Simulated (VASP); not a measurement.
# CuI (P4/nmm) in VASP: notebook

Runs on CuI. Level: PBEsol. Tasks: single point, relaxation of the atoms.

Program: VASP 6.6.1. These are calculated values, not measurements. Logs are shortened: lines on timing, memory, paths and dates and some standing lists are left out, and cuts for length are marked.

### 1 The cell of the first run

Symmetry: P4/nmm, No. 129, tetragonal system. Conventional cell: a = 4.242 Å, b = 4.242 Å, c = 6.869 Å, α = 90.00°, β = 90.00°, γ = 90.00°. Within 3.5 Å of Cu (site symmetry -4m2) lie 4 I at 2.64 Å and 4 Cu at 3.00 Å. Within 3.5 Å of I (site symmetry 4mm) lie 4 Cu at 2.64 Å.

### 2 Single point, PBEsol (equal strain along all axes, cell held: +6.0 %, then relaxed in part)

The input, INCAR:

```
ALGO = Normal
EDIFF = 1E-6
ENCUT = 520
GGA = PS
ISIF = 2
ISMEAR = 0
LASPH = True
LCHARG = False
LREAL = False
LWAVE = False
NBANDS = 26
NELM = 100
PREC = Accurate
SIGMA = 0.02
```

The input, KPOINTS:

```
k-points
0
Gamma
  8 8 4
```

The input, POSCAR:

```
CuI
1.0
    4.2421006743      0.0000000000      0.0000000000
    0.0000000000      4.2421006743      0.0000000000
    0.0000000000      0.0000000000      6.8693523872
Cu I
2 2
Direct
    0.5000000000      0.5000000000      0.0000000000
    0.0000000000      0.0000000000      0.0000000000
    0.5000000000      0.0000000000      0.2288748222
    0.0000000000      0.5000000000      0.7711251778
```

Potentials or basis: VASP PAW PBE potentials, release 64 (Cu, I).

Run with:

```
cat potpaw_PBE.64/Cu/POTCAR potpaw_PBE.64/I/POTCAR > POTCAR
mpirun -np 1 vasp_std > vasp.out
```

OUTCAR:

```text
EDIFF = 1E-6
   ENCUT = 520
   GGA = PS
   ISIF = 2
   ISMEAR = 0
   LASPH = True
   LREAL = False
   NELM = 100
   PREC = Accurate

 ion  position               nearest neighbor table
   1  0.500  0.500  0.000-   3 2.64   4 2.64   3 2.64   4 2.64
   2  0.000  0.000  0.000-   3 2.64   4 2.64   4 2.64   3 2.64
   3  0.500  0.000  0.229-   1 2.64   2 2.64   1 2.64   2 2.64
   4  0.000  0.500  0.771-   1 2.64   2 2.64   2 2.64   1 2.64

  LATTYP: Found a simple tetragonal cell.
 ALAT       =     4.2421006743
 C/A-ratio  =     1.6193279968

  Lattice vectors:

 A1 = (   4.2421006743,   0.0000000000,   0.0000000000)
 A2 = (   0.0000000000,   4.2421006743,   0.0000000000)
 A3 = (   0.0000000000,   0.0000000000,   6.8693523872)

Analysis of symmetry for initial positions (statically):
=====================================================================
 Subroutine PRICEL returns:
 Original cell was already a primitive cell.

 Routine SETGRP: Setting up the symmetry group for a
 simple tetragonal supercell.

 Subroutine GETGRP returns: Found 16 space group operations
 (whereof  8 operations were pure point group operations)
 out of a pool of 16 trial point group operations.

The static configuration has the point symmetry D_2d.
 The point group associated with its full space group is D_4h.

Analysis of symmetry for dynamics (positions and initial velocities):
=====================================================================
 Subroutine PRICEL returns:
 Original cell was already a primitive cell.

 Routine SETGRP: Setting up the symmetry group for a
 simple tetragonal supercell.

 Subroutine GETGRP returns: Found 16 space group operations
 (whereof  8 operations were pure point group operations)
 out of a pool of 16 trial point group operations.

The dynamic configuration has the point symmetry D_2d.
 The point group associated with its full space group is D_4h.

 Subroutine INISYM returns: Found 16 space group operations
 (whereof  8 operations are pure point group operations),
 and found     1 'primitive' translations

----------------------------------------------------------------------------------------

                                     Primitive cell

  volume of cell :     123.6169

  direct lattice vectors                    reciprocal lattice vectors
     4.242100674  0.000000000  0.000000000     0.235732265  0.000000000  0.000000000
     0.000000000  4.242100674  0.000000000     0.000000000  0.235732265  0.000000000
     0.000000000  0.000000000  6.869352387     0.000000000  0.000000000  0.145574130

  length of vectors
     4.242100674  4.242100674  6.869352387     0.235732265  0.235732265  0.145574130

  position of ions in fractional coordinates (direct lattice)
     0.500000000  0.500000000  0.000000000
     0.000000000  0.000000000  0.000000000
     0.500000000  0.000000000  0.228874822
     0.000000000  0.500000000  0.771125178

  ion indices of the primitive-cell ions
   primitive index   ion index
                 1           1
                 2           2
                 3           3
                 4           4

----------------------------------------------------------------------------------------

 KPOINTS: k-points

Automatic generation of k-mesh.
 Grid dimensions read from file:
 generate k-points for:    8    8    4

 Generating k-lattice:

  Cartesian coordinates                     Fractional coordinates (reciprocal lattice)
     0.029466533  0.000000000  0.000000000     0.125000000  0.000000000  0.000000000
     0.000000000  0.029466533  0.000000000     0.000000000  0.125000000  0.000000000
     0.000000000  0.000000000  0.036393533     0.000000000  0.000000000  0.250000000

  Length of vectors
     0.029466533  0.029466533  0.036393533

  Shift w.r.t. Gamma in fractional coordinates (k-lattice)
     0.000000000  0.000000000  0.000000000

 Subroutine IBZKPT returns following result:
 ===========================================

 Found     45 irreducible k-points:

 Following reciprocal coordinates:
            Coordinates               Weight
  0.000000  0.000000  0.000000      1.000000
  0.125000  0.000000  0.000000      4.000000
  0.250000  0.000000  0.000000      4.000000
  0.375000  0.000000  0.000000      4.000000
  0.500000  0.000000  0.000000      2.000000
  0.125000  0.125000  0.000000      4.000000
[... 16 lines left out ...]
  0.375000  0.125000  0.250000     16.000000
  0.500000  0.125000  0.250000      8.000000
 [... further k-points ...]
   k-points           NKPTS =     45   k-points in BZ     NKDIM =     45   number of bands    NBANDS=     26
   number of dos      NEDOS =    301   number of ions     NIONS =      4
   total plane-waves  NPLWV =  55296
   dimension x,y,z NGX =    32 NGY =   32 NGZ =   54
   dimension x,y,z NGXF=    64 NGYF=   64 NGZF=  108
   ions per type =               2   2
   NGX,Y,Z   is equivalent  to a cutoff of  12.54, 12.54, 13.07 a.u.
   NGXF,Y,Z  is equivalent  to a cutoff of  25.08, 25.08, 26.14 a.u.
 SYSTEM =  unknown system
   PREC   = accura    normal or accurate (medium, high low for compatibility)
   ISTART =      0    job   : 0-new  1-cont  2-samecut
   ICHARG =      2    charge: 1-file 2-atom 10-const
   ISPIN  =      1    spin polarized calculation?
   LNONCOLLINEAR =      F non collinear calculations
   LSORBIT =      F    spin-orbit coupling
   LASPH  =      T    aspherical Exc in radial PAW
   ENCUT  =  520.0 eV  38.22 Ry    6.18 a.u.   7.89  7.89 12.77*2*pi/ulx,y,z
   NELM   =    100;   NELMIN=  2; NELMDL= -5     # of ELM steps
   EDIFF  = 0.1E-05   stopping-criterion for ELM
   LREAL  =      F    real-space projection
   EDIFFG = 0.1E-04   stopping-criterion for IOM
   NSW    =      0    number of steps for IOM
   IBRION =     -1    ionic relax: 0-MD 1-quasi-New 2-CG
   NFREE  =      0    steps in history (QN), initial steepest desc. (CG)
   ISIF   =      2    stress and relaxation
   ISYM   =      2    0-nonsym 1-usesym 2-fastsym
   POTIM  = 0.5000    time-step for ionic-motion
   TEBEG  =    0.0;   TEEND  =   0.0 temperature during run
   PSTRESS=    0.0 pullay stress
   NELECT =      36.0000    total number of electrons
   NUPDOWN=      -1.0000    fix difference up-down
   EMIN   =  10.00;   EMAX   =-10.00  energy-range for DOS
   EFERMI =   0.00;   METHOD = LEGACY
   ISMEAR =     0;   SIGMA  =   0.02  broadening in eV -4-tet -1-fermi 0-gaus
   EFERMI_NEDOS =   21; number of points for ismear=-14 and -15
   IALGO  =     38    algorithm
   IMIX   =      4    mixing-type and parameters
     AMIX     =   0.40;   BMIX     =  1.00
     AMIX_MAG =   1.60;   BMIX_MAG =  1.00
  volume/ion in A,a.u.               =      30.90       208.55
  Fermi-wavevector in a.u.,A,eV,Ry     =   1.085133  2.050605 16.021054  1.177514
  Thomas-Fermi vector in A             =   2.221240
   LORBIT       =      0    0 simple, 1 ext, 2 COOP (PROOUT), +10 PAW based schemes
   GGA     = PS    functional components
   LHFCALC =     F    Hartree Fock is set to
   AEXX    =    0.0000 exact exchange contribution
   IVDW    =     0    specifies the selected vdW correction
   LEPSILON=     F    determine dielectric tensor
   LRPA    =     F    only Hartree local field effects (RPA)
 non-spin polarized calculation
 Gauss-broadening in eV      SIGMA  =   0.02
  energy-cutoff  :      520.00
  volume of cell :      123.62
 maximum number of plane-waves:      3356
 NGX is ok and might be reduce to    32
   NGX = 15   NGY = 15   NGZ = 25

 number of electron      36.0000026 magnetization

 Free energy of the ion-electron system (eV)
  ---------------------------------------------------
  ext. energy  EPLUGINS =         0.00000000
  ---------------------------------------------------
  free energy    TOTEN  =       -12.52973491 eV

  energy without entropy =      -12.52973491  energy(sigma->0) =      -12.52973491

 E-fermi :   3.3341     XC(G=0):  -8.4398

 val. band max:        3.1980782789   @ k =   0.0000   0.0000   0.0000
 cond. band min:       4.8649133434   @ k =   0.0000   0.0000   0.0000
 fundamental gap:      1.6668350645
 Fermi energy:         3.3341118040

 k-point     1 :       0.0000    0.0000    0.0000
  band No.  band energies     occupation
      1     -10.5636      2.00000
      2      -9.9591      2.00000
      3      -2.0956      2.00000
      4      -0.5278      2.00000
      5      -0.3830      2.00000
      6      -0.3830      2.00000
[... 18 lines left out ...]
     25      10.9609      0.00000
     26      11.8102      0.00000

 k-point     2 :       0.1250    0.0000    0.0000
  band No.  band energies     occupation
      1     -10.5148      2.00000
      2      -9.9502      2.00000
      3      -2.0331      2.00000
      4      -0.6495      2.00000
      5      -0.5259      2.00000
      6      -0.3714      2.00000
[... 18 lines left out ...]
     25      10.4759      0.00000
     26      11.7004      0.00000

 k-point     3 :       0.2500    0.0000    0.0000
  band No.  band energies     occupation
      1     -10.3830      2.00000
      2      -9.9389      2.00000
      3      -1.9043      2.00000
      4      -1.1802      2.00000
      5      -0.8066      2.00000
      6      -0.3590      2.00000
[... 18 lines left out ...]
     25       9.6710      0.00000
     26      10.6107      0.00000

 k-point     4 :       0.3750    0.0000    0.0000
  band No.  band energies     occupation
      1     -10.2104      2.00000
      2      -9.9629      2.00000
      3      -1.8896      2.00000
      4      -1.6826      2.00000
      5      -0.8489      2.00000
      6      -0.4036      2.00000
[... 18 lines left out ...]
     25       9.7030      0.00000
     26       9.8317      0.00000

 k-point     5 :       0.5000    0.0000    0.0000
  band No.  band energies     occupation
      1     -10.0550      2.00000
      2     -10.0550      2.00000
      3      -1.9091      2.00000
      4      -1.9091      2.00000
      5      -0.6087      2.00000
      6      -0.6087      2.00000
[... 18 lines left out ...]
     25       9.3470      0.00000
     26       9.3470      0.00000

 k-point     6 :       0.1250    0.1250    0.0000
  band No.  band energies     occupation
      1     -10.4672      2.00000
      2      -9.9399      2.00000
      3      -1.9752      2.00000
      4      -0.6340      2.00000
      5      -0.6213      2.00000
      6      -0.6065      2.00000
[... 427 lines left out ...]
 k-point    21 :       0.1250    0.1250    0.2500
  band No.  band energies     occupation
      1     -10.4418      2.00000
      2      -9.9713      2.00000
      3      -1.8822      2.00000
      4      -0.8179      2.00000
      5      -0.6046      2.00000
      6      -0.5407      2.00000
[... 18 lines left out ...]
     25       9.6068      0.00000
     26      10.7186      0.00000

 k-point    22 :       0.2500    0.1250    0.2500
  band No.  band energies     occupation
      1     -10.3182      2.00000
      2      -9.9482      2.00000
      3      -1.8619      2.00000
      4      -1.2405      2.00000
      5      -0.7911      2.00000
      6      -0.5337      2.00000
[... 18 lines left out ...]
     25       9.2122      0.00000
     26      10.6462      0.00000

 k-point    23 :       0.3750    0.1250    0.2500
  band No.  band energies     occupation
      1     -10.1599      2.00000
      2      -9.9537      2.00000
      3      -1.9621      2.00000
      4      -1.7464      2.00000
      5      -0.7067      2.00000
      6      -0.4679      2.00000
[... 18 lines left out ...]
     25      10.0210      0.00000
     26      10.4155      0.00000

 k-point    24 :       0.5000    0.1250    0.2500
  band No.  band energies     occupation
      1     -10.0242      2.00000
      2     -10.0242      2.00000
      3      -1.9913      2.00000
      4      -1.9913      2.00000
      5      -0.5144      2.00000
      6      -0.5144      2.00000
[... 18 lines left out ...]
     25      10.1984      0.00000
     26      10.1984      0.00000

 [... further k-points ...]

------------------------ aborting loop because EDIFF is reached ----------------------------------------

  FORCE on cell =-STRESS in cart. coord.  units (eV):
  Direction    XX          YY          ZZ          XY          YZ          ZX
  --------------------------------------------------------------------------------------
  -------------------------------------------------------------------------------------
  Total       -1.6478744     -1.6478744     -0.1541141      0.0000000      0.0000000     -0.0000000
  in kB      -21.3578215    -21.3578215     -1.9974473      0.0000000      0.0000000     -0.0000000
  external PRESSURE =     -14.9043634 kB  Pullay stress =       0.0000000 kB

 VOLUME and BASIS-vectors are now :
 -----------------------------------------------------------------------------
  energy-cutoff  :      520.00
  volume of cell :      123.62
      direct lattice vectors                 reciprocal lattice vectors
     4.242100674  0.000000000  0.000000000     0.235732265  0.000000000  0.000000000
     0.000000000  4.242100674  0.000000000     0.000000000  0.235732265  0.000000000
     0.000000000  0.000000000  6.869352387     0.000000000  0.000000000  0.145574130

 POSITION                                       TOTAL-FORCE (eV/Angst)
 -----------------------------------------------------------------------------------
      2.12105      2.12105      0.00000        -0.000000     -0.000000      0.000000
      0.00000      0.00000      0.00000         0.000000      0.000000      0.000000
      2.12105      0.00000      1.57222         0.000000      0.000000      0.020369
      0.00000      2.12105      5.29713        -0.000000      0.000000     -0.020369
 -----------------------------------------------------------------------------------
    total drift:                                0.000000     -0.000000     -0.000000

  FREE ENERGIE OF THE ION-ELECTRON SYSTEM (eV)
  ---------------------------------------------------
  free  energy   TOTEN  =       -12.5297349053 eV

  energy  without entropy=      -12.5297349053  energy(sigma->0) =      -12.52973491
```

Wall time 66 s (1 thread of Intel Xeon 6975P-C (Granite Rapids), shared host); peak memory 0.3 GiB.

Results:

| Item | Value |
| --- | --- |
| Free energy | -12.5297 eV |
| Pressure | -1.5 GPa |
| Largest force | 0.020 eV/Å |
| Band gap on the k mesh | 1.67 eV |

Forces in eV/Å, atoms in the order of the input:
```
Cu   0.000  0.000  0.000
Cu   0.000  0.000  0.000
I    0.000  0.000  0.020
I    0.000  0.000 -0.020
```

Levels at points of the mesh, in eV from the valence-band top:
| k point | band 16 | band 17 | band 18 | band 19 | band 20 | band 21 |
| --- | --- | --- | --- | --- | --- | --- |
| (0.00, 0.00, 0.00) | -0.42 | 0.00 | 0.00 | 1.67 | 2.54 | 3.07 |
| (0.50, 0.00, 0.00) | -0.84 | -0.43 | -0.43 | 3.28 | 3.28 | 5.28 |
| (0.50, 0.50, 0.00) | -1.51 | -1.04 | -1.04 | 3.16 | 3.16 | 3.23 |
| (0.00, 0.00, 0.50) | -0.84 | -0.11 | -0.11 | 2.62 | 2.96 | 3.17 |
| (0.50, 0.00, 0.50) | -0.62 | -0.41 | -0.41 | 2.52 | 2.52 | 5.01 |
| (0.50, 0.50, 0.50) | -1.56 | -1.01 | -1.01 | 4.07 | 4.07 | 4.14 |

Caveat: the cell differs from its parent crystal (equal strain along all axes, cell held: +6.0 %, then relaxed in part); the PAW data sets were made with another functional, which shifts forces and pressure a little; spin-orbit coupling is left out, which moves the levels of the heavy elements; this functional lacks dispersion, which binds layers or chains, so the pressure and a relaxed spacing across them are unreliable.

### 3 Relaxation of the atoms, PBEsol (equal strain along all axes, cell held: +2.0 %)

The input, INCAR:

```
SYSTEM = CuI
  PREC = Accurate
  ENCUT = 520
  EDIFF = 1E-6
  ISMEAR = 0
  SIGMA = 0.02
  LREAL = .FALSE.
  LASPH = .TRUE.
  NELM = 80
  ALGO = Normal
  ISIF = 2
  LWAVE = .FALSE.
  LCHARG = .FALSE.
  GGA = PS
  IBRION = 2
  NSW = 60
  EDIFFG = -0.008
```

The input, KPOINTS:

```
Automatic mesh
0
G
  8 8 4
  0 0 0
```

The input, POSCAR:

```
CuI
1.0
    4.0820214036      0.0000000000      0.0000000000
    0.0000000000      4.0820214036      0.0000000000
    0.0000000000      0.0000000000      6.6101315424
Cu I
2 2
Direct
    0.5000000000      0.5000000000      0.0000000000
    0.0000000000      0.0000000000      0.0000000000
    0.5000000000      0.0000000000      0.2615207977
    0.0000000000      0.5000000000      0.7384792023
```

Potentials or basis: VASP PAW PBE potentials, release 64 (Cu, I).

Run with:

```
cat potpaw_PBE.64/Cu/POTCAR potpaw_PBE.64/I/POTCAR > POTCAR
mpirun -np 1 vasp_std > vasp.out
```

Wall time 4.6 min (1 thread of Intel Xeon Platinum 8259CL at 2.50GHz (Skylake/Cascade Lake), shared host); peak memory 0.27 GiB.

The run converged. Its results:

```yaml
Free_energy: -12.6329 eV
Energy_gained_by_relaxing: 8.7 meV/atom
Ionic_steps: 4
Pressure_after_relaxing: -0.8 GPa
Band_gap_on_the_k_mesh: 1.56 eV
```

Stress tensor (GPa, compression positive):
```
-0.97  0.00  0.00
 0.00 -0.97  0.00
 0.00  0.00 -0.30
```

The path:
```
step  energy change (eV)  largest force (eV/Å)  pressure (GPa)
   1              0.0000                0.4860           -2.39
   2             -0.0192                0.3306           -1.94
   3             -0.0349                0.0198           -0.83
   4             -0.0349                0.0001           -0.75
```

Final structure:
```
Cu I
1.0
     4.08202    0.00000    0.00000
     0.00000    4.08202    0.00000
     0.00000    0.00000    6.61013
Cu I
2 2
Direct
  0.50000 0.50000 0.00000
  0.00000 0.00000 0.00000
  0.50000 0.00000 0.25093
  0.00000 0.50000 0.74907
```

Levels at points of the mesh, in eV from the valence-band top:
| k point | band 16 | band 17 | band 18 | band 19 | band 20 | band 21 |
| --- | --- | --- | --- | --- | --- | --- |
| (0.00, 0.00, 0.00) | -0.77 | 0.00 | 0.00 | 1.56 | 2.97 | 3.24 |
| (0.50, 0.00, 0.00) | -1.11 | -0.47 | -0.47 | 3.57 | 3.57 | 4.97 |
| (0.50, 0.50, 0.00) | -1.72 | -1.11 | -1.11 | 2.71 | 2.71 | 2.83 |
| (0.00, 0.00, 0.50) | -1.21 | -0.24 | -0.24 | 3.13 | 3.18 | 3.35 |
| (0.50, 0.00, 0.50) | -0.77 | -0.45 | -0.45 | 2.30 | 2.30 | 5.03 |
| (0.50, 0.50, 0.50) | -1.74 | -1.05 | -1.05 | 3.97 | 3.97 | 4.08 |

Caveat: the cell differs from its parent crystal (equal strain along all axes, cell held: +2.0 %); the PAW data sets were made with another functional, which shifts forces and pressure a little; spin-orbit coupling is left out, which moves the levels of the heavy elements; this functional lacks dispersion, which binds layers or chains, so the pressure and a relaxed spacing across them are unreliable. A k mesh can miss the band edges.

(Continued in part 2 of 2.)
